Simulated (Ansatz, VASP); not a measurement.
# TaN: VASP beside Ansatz

```
Ta N
1.0
     0.00000    2.17900    2.17900
     2.17900    0.00000    2.17900
     2.17900    2.17900    0.00000
Ta N
1 1
Direct
  0.50287 0.50287 0.49713
  0.00000 0.00000 0.00000
```

Change from the starting cell: all Ta atoms moved +0.013 Å, as atom 1 along Cartesian [0 0 1].

Alike in both runs: task single point; functional PBEsol; k mesh 18 × 18 × 18; occupations gaussian, width 0.15 eV; no spin polarisation.

|  | VASP | Ansatz |
| --- | --- | --- |
| version | VASP 6.6.1 | Ansatz 0.2.0 |
| potentials or method | VASP PAW PBE potentials, release 64 (Ta_pv, N), cutoff 520 eV | scalar-relativistic, plane waves, PAW |
| valence electrons in the cell | 16 | 18 |

|  | VASP | Ansatz | Ansatz less VASP |
| --- | --- | --- | --- |
| gap on the k mesh at the Fermi level (eV) | none | none | - |
| pressure (GPa) | 5.5 | 4.5 | -1.06 |
| traceless stress, the component that is largest in VASP (GPa) | 0.06 | 0.06 | -0.001 |
| rms of the force components (eV/Å) | 0.063 | 0.063 | -0.0002 |

VASP's potentials were made for PBE, not for PBEsol. Atom by atom the forces differ by 0.000 eV/Å (rms over components). A gap of «none» marks a metal or a gap that the smearing closes. The functional is the same, so the differences come from potentials, cutoffs and numerics. VASP's potentials hold 16 valence electrons a cell and Ansatz's 18, so a difference there can come from the potentials and not from the codes.

Spin-orbit coupling is off throughout.
